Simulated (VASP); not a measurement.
Input of a VASP 6.6.1 run:

The input INCAR:

```
SYSTEM = Bi
ALGO     = Normal         ! electronic algorithm
EDIFF    = 1E-7           ! SCF threshold, eV
EDIFFG   = -0.005         ! ionic threshold
ENCUT    = 500            ! plane-wave cutoff, eV
GGA      = PE             ! functional
GGA_COMPAT= .FALSE.      
IBRION   = 2              ! ionic algorithm
ISIF     = 3              ! what is computed and relaxed
ISMEAR   = -1             ! smearing method
LASPH    = .TRUE.         ! aspherical terms in the spheres
LCHARG   = .FALSE.        ! write CHGCAR
LREAL    = .FALSE.        ! projectors in reciprocal space
LWAVE    = .FALSE.        ! write WAVECAR
NELM     = 120            ! most SCF steps
NELMIN   = 4            
NSW      = 60             ! ionic steps
PREC     = Accurate       ! precision mode
SIGMA    = 0.08           ! smearing width, eV
```

Contents of KPOINTS:

```
k-points
0
G
  14 14 14
  0 0 0
```

File POSCAR:

```
Bi
1.0
    0.0000000000      2.5198420998      2.5198420998
    2.5198420998      0.0000000000      2.5198420998
    2.5198420998      2.5198420998      0.0000000000
Bi
1
Direct
    0.0000000000      0.0000000000      0.0000000000
```

Potentials or basis: VASP PAW PBE potentials, release 64 (Bi_d).

The run is started by

```bash
$ cat potpaw_PBE.64/Bi_d/POTCAR > POTCAR
$ mpirun -np 1 vasp_std > vasp.out
```

Q: What does it give for the band gap on the k mesh?

A: Zero (an odd number of electrons rules out a gap without spin polarisation).

Q: What does it give for the relaxed volume?

A: 31.84 Å³/atom.

Q: Predict the relaxed cell.

A: a = 3.558 Å, b = 3.558 Å, c = 3.558 Å, α = 60.00°, β = 60.00°, γ = 60.00°.

Final structure:
```
CELL_PARAMETERS angstrom
0.00000 2.51570 2.51570
2.51570 0.00000 2.51570
2.51570 2.51570 0.00000
ATOMIC_POSITIONS crystal
Bi 0.00000 0.00000 0.00000
```

Caveat: spin-orbit coupling is left out, which moves the levels of the heavy elements.
